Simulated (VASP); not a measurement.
Zn: single point with revPBE

The system is Zn.

```xyz
8
Lattice="5.0206 0.0000 0.0000 0.0000 5.0206 0.0000 0.0000 0.0000 5.0206" Properties=species:S:1:pos:R:3 pbc="T T T"
Zn    5.0206    0.0000    0.0000
Zn    2.5103    2.5103    2.5103
Zn    1.2551    0.0000    2.5103
Zn    3.7654    5.0206    2.5103
Zn    2.5103    1.2551    0.0000
Zn    2.5103    3.7654    5.0206
Zn    5.0206    2.5103    1.2551
Zn    5.0206    2.5103    3.7654
```

```
Program                : VASP 6.6.1
Task                   : single point
Functional             : revPBE
Potentials or basis    : VASP PAW PBE potentials, release 64 (Zn)
Cutoff                 : 520 eV
k mesh                 : 7 × 7 × 7
Occupations            : fermi-dirac, width 0.1 eV
Spin                   : no spin polarisation
Dipole correction      : no
Further INCAR settings : ALGO = Normal; EDIFF = 1e-07; NBANDS = 58
```

| Quantity | Value |
| --- | --- |
| Pressure | 0.5 GPa |
| Band gap on the k mesh | zero (bands 48 and 49 overlap by 2.65 eV) |

Levels at points of the mesh, in eV from the Fermi level:
| k point | band 46 | band 47 | band 48 | band 49 | band 50 | band 51 |
| --- | --- | --- | --- | --- | --- | --- |
| (0.00, 0.00, 0.00) | -3.05 | -3.05 | 1.85 | 1.85 | 2.59 | 2.59 |

It took 2.5 min on 1 thread of Intel(R) Xeon(R) Platinum 8259CL CPU @ 2.50GHz (Skylake/Cascade Lake), on a shared host, peak memory 0.29 GiB.

Caveat: the PAW data sets were made with another functional, which shifts forces and pressure a little.
